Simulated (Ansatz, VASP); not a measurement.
## W: VASP beside Ansatz

The input INCAR:

```
  ALGO = Normal
  EDIFF = 1E-7
  ENCUT = 520
  GGA = PE
  ISIF = 2
  ISMEAR = -1
  LASPH = T
  LCHARG = T
  LELF = T
  LREAL = F
  LVHAR = T
  LWAVE = F
  NBANDS = 13
  NELM = 60
  PREC = Accurate
  SIGMA = 0.05
```

KPOINTS

```
k-points
0
Gamma
  16 16 16
```

The input POSCAR:

```
W
1.0
    0.0000000000      1.9774598970      1.9774598970
    1.9774598970      0.0000000000      1.9774598970
    1.9774598970      1.9774598970      0.0000000000
W
1
Direct
    0.0000000000      0.0000000000      0.0000000000
```

Input for Ansatz:

```yaml
crystal:
  lattice:
    - [0.0, 1.977459897, 1.977459897]
    - [1.977459897, 0.0, 1.977459897]
    - [1.977459897, 1.977459897, 0.0]
  atoms:
    - { symbol: W, position: [0.0, 0.0, 0.0] }
kpoints:
  mp_grid: { grid: [16, 16, 16] }
scf:
  occupations: { method: fermi_dirac, width: 0.05 }
hamiltonian:
  xc: pbe
  pseudopotentials: { kind: all_electron, lapw: { basis_error: 0.00025 } }
output:
  forces: true
  stress: true
  eigenvalues: true
```

Change from the starting cell: volume scaled by 0.9405.

Alike in both runs: task single point; functional PBE; k mesh 16 × 16 × 16; occupations fermi-dirac, width 0.05 eV; no spin polarisation.

|  | VASP | Ansatz |
| --- | --- | --- |
| version | VASP 6.6.1 | Ansatz 0.2.0 |
| potentials or method | VASP PAW PBE potentials, release 64 (W_sv), cutoff 520 eV | all-electron LAPW, scalar-relativistic |

Ansatz gave:

```
pressure (GPa) : 19.6
```

Problem. What did VASP give for the same quantities?

Solution. Pressure (GPa): 20.4.

Ansatz ran all-electron here, and VASP with PAW potentials.

Neither program's run includes spin-orbit coupling.
